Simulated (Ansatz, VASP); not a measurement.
# TiGe in VASP and in Ansatz

The input INCAR:

```
PREC = Accurate
ENCUT = 600
EDIFF = 1E-7
ISMEAR = 0
SIGMA = 0.1
LREAL = False
LASPH = True
NELM = 80
ALGO = Normal
ISIF = 3
LWAVE = False
LCHARG = False
GGA = PE
IBRION = 2
NSW = 100
EDIFFG = -0.05
```

File KPOINTS:

```
Automatic mesh
0
Gamma
  6 6 6
```

POSCAR

```
TiGe
1.0
    0.0000000000      2.7404487041      2.7404487041
    2.7404487041      0.0000000000      2.7404487041
    2.7404487041      2.7404487041      0.0000000000
Ti Ge
1 1
Direct
    0.0000000000      0.0000000000      0.0000000000
    0.2500000000      0.2500000000      0.2500000000
```

Input for Ansatz:

```yaml
crystal:
  lattice:
    - [0.0, 2.7404487041, 2.7404487041]
    - [2.7404487041, 0.0, 2.7404487041]
    - [2.7404487041, 2.7404487041, 0.0]
  atoms:
    - { symbol: Ti, position: [0.0, 0.0, 0.0] }
    - { symbol: Ge, position: [0.25, 0.25, 0.25] }
basis:
  ecutwfc: 420
kpoints:
  mp_grid: { grid: [6, 6, 6] }
hamiltonian:
  xc: pbe
scf:
  occupations: { method: gaussian, width: 0.1 }
output:
  forces: true
  stress: true
  eigenvalues: true
relax:
  adjacent_minimum: "off"
  f_tol: 0.05
  max_steps: 80
  cell: { stress_tol: 0.5 }
```

Alike in both runs: task relaxation of cell and atoms; functional PBE; k mesh 6 × 6 × 6; occupations gaussian, width 0.1 eV; no spin polarisation.

|  | VASP | Ansatz |
| --- | --- | --- |
| version | VASP 6.6.1 | Ansatz 0.2.0 |
| potentials or method | VASP PAW PBE potentials, release 64 (Ti_sv, Ge_d), cutoff 600 eV | scalar-relativistic, plane waves, PAW |
| valence electrons in the cell | 26 | 26 |

```csv
,VASP,Ansatz,Ansatz less VASP
"gap on the k mesh at the Fermi level, each at its own relaxed structure (eV)",0.25,0.24,-0.006
relaxed volume (Å³/atom),24.95,24.86,-0.098
relaxed cell length with the largest relative difference (Å),4.133,4.127,-0.0054
```

Noted on VASP's run: the volume moved by over 15 % at a fixed basis, so the end points are rough.
